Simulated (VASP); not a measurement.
A run of VASP 6.6.1 is set up as follows.

INCAR

```
SYSTEM = Be
  PREC = Accurate
  ENCUT = 520
  EDIFF = 1E-6
  ISMEAR = -1
  SIGMA = 0.05
  LREAL = .False.
  LASPH = .True.
  NELM = 60
  ALGO = Normal
  ISIF = 2
  LWAVE = .False.
  LCHARG = .False.
  GGA = PS
  NBANDS = 9
```

Contents of KPOINTS:

```
Automatic mesh
0
Gamma
  13 13 8
  0 0 0
```

File POSCAR:

```
Be
1.0
    2.2853000000      0.0000000000      0.0000000000
   -1.1426500000      1.9791278553      0.0000000000
    0.0000000000      0.0000000000      3.5842000000
Be
2
Direct
    0.6666666667      0.3333333333      0.7500000000
    0.3333333333      0.6666666667      0.2500000000
```

Potentials or basis: VASP PAW PBE potentials, release 64 (Be).

Command:

```console
$ cat potpaw_PBE.64/Be/POTCAR > POTCAR
$ mpirun -np 1 vasp_std > vasp.out
```

Question: Estimate the band gap on the k mesh.

Answer: Zero (band 2 reaches 7.89 eV, above the bottom of band 3 at 6.28 eV).

Question: Estimate the pressure.

Answer: -3.5 GPa.

Stress tensor (GPa, compression positive):
```
-3.24  0.00  0.00
 0.00 -3.24  0.00
 0.00  0.00 -4.04
```

Caveat: the PAW data sets were made with another functional, which shifts forces and pressure a little.
